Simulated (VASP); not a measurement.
**Ba: single point with PBE**

Crystal: Ba.

```xyz
4
Lattice="4.6129 0.0000 0.0000 -2.3065 3.9949 0.0000 0.0000 0.0000 15.0005" Properties=species:S:1:pos:R:3 pbc="T T T"
Ba    0.0000    0.0000    0.0000
Ba    0.0000    2.6633    3.7501
Ba    0.0000    0.0000    7.5003
Ba    2.3065    1.3316   11.2504
```

This cell differs from its parent crystal: Ca replaced by Ba, lengths x 1.133, strained.

```json
{
  "Program": "VASP 6.6.1",
  "Task": "single point",
  "Functional": "PBE",
  "Potentials or basis": "VASP PAW PBE potentials, release 64 (Ba_sv)",
  "Cutoff": "520 eV",
  "k mesh": "12 × 12 × 4",
  "Occupations": "gaussian, width 0.1 eV",
  "Spin": "no spin polarisation"
}
```

```
Pressure               : -0.5 GPa
Band gap on the k mesh : zero (bands 20 and 21 overlap by 0.07 eV)
```

Stress tensor (GPa, compression positive):
```
-0.56  0.00  0.00
 0.00 -0.56  0.00
 0.00  0.00 -0.48
```

Levels at points of the mesh, in eV from the Fermi level:
| k point | band 17 | band 18 | band 19 | band 20 | band 21 | band 22 | band 23 | band 24 |
| --- | --- | --- | --- | --- | --- | --- | --- | --- |
| (0.00, 0.00, 0.00) | -2.77 | -1.89 | -1.88 | -0.95 | 0.80 | 0.91 | 0.93 | 1.52 |
| (0.50, 0.00, 0.00) | -0.93 | -0.81 | -0.48 | -0.45 | 0.06 | 0.11 | 0.21 | 0.67 |
| (0.00, 0.00, 0.50) | -2.52 | -2.52 | -1.20 | -1.20 | 0.72 | 0.72 | 1.38 | 1.38 |
| (0.50, 0.00, 0.50) | -0.78 | -0.78 | -0.59 | -0.59 | 0.00 | 0.00 | 0.55 | 0.55 |

Run time: 7.2 min on 1 thread of Intel Xeon 8259CL (shared host), peak memory 0.59 GiB.

Caveat: the cell differs from its parent crystal (Ca replaced by Ba, lengths x 1.133, strained); spin-orbit coupling is left out, which moves the levels of the heavy elements.
